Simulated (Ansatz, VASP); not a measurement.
## Ru in VASP and in Ansatz

```
Ru
1.0
     2.69091    0.00000    0.00000
    -1.34545    2.33039    0.00000
     0.00000    0.00000    4.24816
Ru
2
Direct
  0.00000 0.00000 0.00000
  0.33333 0.66667 0.50000
```

Alike in both runs: functional PBEsol; k mesh 23 × 23 × 13; no spin polarisation.

Ansatz relaxed the structure, and its values are those at the end. VASP's run is a single point on that final structure, the one shown.

```csv
,VASP,Ansatz
version,VASP 6.6.1,Ansatz 0.2.0
potentials or method,"VASP PAW PBE potentials, release 64 (Ru_pv)","plane-wave PAW, scalar-relativistic"
plane-wave cutoff (eV),500,420
occupations,"methfessel-paxton of order 1, width 0.1 eV","cold, width 0.1 eV"
valence electrons in the cell,28,32
```

|  | VASP | Ansatz | Ansatz less VASP |
| --- | --- | --- | --- |
| pressure (GPa) | -0.1 | 0.0 | +0.07 |

VASP's potentials were made for PBE, not for PBEsol, and Ansatz warns of the same on its side. VASP's potentials hold 28 valence electrons a cell and Ansatz's 32, so a difference there can come from the potentials and not from the codes.
